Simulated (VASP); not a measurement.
Write the native input for VASP 6.6.1 that does the following.

* Task: single point
* Functional: PBE
* Potentials or basis: VASP PAW PBE potentials, release 64 (Ga_d, B)
* Cutoff: 520 eV
* k mesh: 10 × 10 × 10
* Occupations: gaussian, width 0.1 eV
* Spin: no spin polarisation
* Dipole correction: no
* Further INCAR settings: ALGO = Normal; EDIFF = 1e-07; NBANDS = 36

The structure of GaB12 lies in POSCAR:

```
GaB12
1.0
    0.0000000000      3.7430576571      3.7430576571
    3.7430576571      0.0000000000      3.7430576571
    3.7430576571      3.7430576571      0.0000000000
Ga B
1 12
Direct
    0.0000000000      0.0000000000      0.0000000000
    0.8374387604      0.5000000000      0.5000000000
    0.8374387604      0.5000000000      0.1625612396
    0.5000000000      0.8374387604      0.1625612396
    0.5000000000      0.8374387604      0.5000000000
    0.1625612396      0.5000000000      0.5000000000
    0.5000000000      0.1625612396      0.5000000000
    0.5000000000      0.1625612396      0.8374387604
    0.1625612396      0.5000000000      0.8374387604
    0.1625612396      0.8374387604      0.5000000000
    0.5000000000      0.5000000000      0.8374387604
    0.5000000000      0.5000000000      0.1625612396
    0.8374387604      0.1625612396      0.5000000000
```

The input as run:

INCAR

```
SYSTEM = GaB12
PREC = Accurate
ENCUT = 520
EDIFF = 1E-7
ISMEAR = 0
SIGMA = 0.1
LREAL = .False.
LASPH = .True.
NELM = 60
ALGO = Normal
ISIF = 2
LWAVE = .False.
LCHARG = .True.
GGA = PE
LELF = .True.
LVHAR = .True.
NBANDS = 36
```

KPOINTS

```
regular mesh
0
Gamma
  10 10 10
  0 0 0
```

Potentials or basis: VASP PAW PBE potentials, release 64 (Ga_d, B).

Launch:

```console
$ cat potpaw_PBE.64/Ga_d/POTCAR potpaw_PBE.64/B/POTCAR > POTCAR
$ mpirun -np 1 vasp_std > vasp.out
```

Results of the run:

| Property | Result |
| --- | --- |
| Pressure | 0.0 GPa |
| Largest force | 0.003 eV/Å |

Run time: 95 s on 1 thread of AMD EPYC 9R45 96-Core Processor (Zen 5), on a shared host, peak memory 0.28 GiB.
